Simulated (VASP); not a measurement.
Sb: relaxation of cell and atoms with PBE

Crystal: Sb.

```
CELL_PARAMETERS angstrom
0.00000 1.88576 1.88576
1.88576 0.00000 1.88576
1.88576 1.88576 0.00000
ATOMIC_POSITIONS crystal
Sb 0.00000 0.00000 0.00000
```

| Property | Result |
| --- | --- |
| Program | VASP 6.6.1 |
| Task | relaxation of cell and atoms |
| Functional | PBE |
| Potentials or basis | VASP PAW PBE potentials, release 64 (Sb) |
| Cutoff | 600 eV |
| k mesh | 17 × 17 × 17 |
| Occupations | fermi-dirac, width 0.1 eV |
| Spin | no spin polarisation |
| Target pressure | 220 GPa |
| Dipole correction | no |
| Further INCAR settings | ALGO = Normal; EDIFF = 1e-06; IBRION = 2; EDIFFG = -0.005; NSW = 32; ISIF = 3 |

- Relaxed volume: 13.51 Å³/atom
- Relaxed cell: a = 2.673 Å, b = 2.673 Å, c = 2.673 Å, α = 60.00°, β = 60.00°, γ = 60.00°
- Space group after relaxing (to 0.05 Å): Fm-3m (No. 225)
- Energy change on relaxing (the enthalpy is what falls): -133.0 meV/atom
- Ionic steps: 4
- Pressure after relaxing: 220.0 GPa

Step by step:
```tsv
step	energy change (eV)	largest force (eV/Å)	pressure (GPa)	volume (Å³)
1	0.0000	0.0000	226.01	13.41
2	-1.2300	0.0000	171.18	14.41
3	-0.1375	0.0000	219.80	13.51
4	-0.1330	0.0000	219.99	13.51
```

Final structure:
```
CELL_PARAMETERS angstrom
0.00000 1.89023 1.89023
1.89023 0.00000 1.89023
1.89023 1.89023 0.00000
ATOMIC_POSITIONS crystal
Sb 0.00000 0.00000 0.00000
```

Levels at points of the mesh, in eV from the Fermi level:
```
           k point  band 1  band 2  band 3  band 4  band 5
(0.00, 0.00, 0.00)  -20.88    8.64   11.04   11.04   11.04
```

Run time: 49 s on 1 thread of Intel Xeon 8259CL (shared host), peak memory 0.16 GiB.

Caveat: the cell is relaxed towards a set pressure, so the enthalpy falls and the energy may rise; spin-orbit coupling is left out, which moves the levels of the heavy elements.
